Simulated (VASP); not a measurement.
A run of VASP 6.6.1 is set up as follows.

INCAR

```
SYSTEM = C
PREC = Accurate
ENCUT = 520
EDIFF = 1E-7
ISMEAR = 0
SIGMA = 0.1
LREAL = .False.
LASPH = .True.
NELM = 80
ALGO = Normal
ISIF = 2
LWAVE = .False.
LCHARG = .False.
LDIPOL = .True.
IDIPOL = 3
DIPOL = 0.5 0.5 0.500
GGA = PE
IVDW = 12
IBRION = 2
NSW = 60
EDIFFG = -0.01
```

The input KPOINTS:

```
regular mesh
0
Gamma
  18 18 1
  0 0 0
```

Contents of POSCAR:

```
C
1.0
    2.3670902766      0.0000000000      0.0000000000
   -1.1835451383      2.0499603126      0.0000000000
    0.0000000000      0.0000000000     26.0032200122
C
2
Direct
    0.6666666667      0.3333333333      0.4999999925
    0.3333333333      0.6666666667      0.5000000075
```

Potentials or basis: VASP PAW PBE potentials, release 64 (C).

The run is started by

```sh
$ cat potpaw_PBE.64/C/POTCAR > POTCAR
$ mpirun -np 1 vasp_std > vasp.out
```

(1) What does it give for the dispersion energy per atom?

(2) What does it give for the band gap on the k mesh?

Answers

(1) -0.085 eV.

(2) zero (filled and empty bands touch).

Caveat: the cell differs from its parent crystal (biaxial strain -0.040); the relaxation stopped at its first step, so nothing moved.
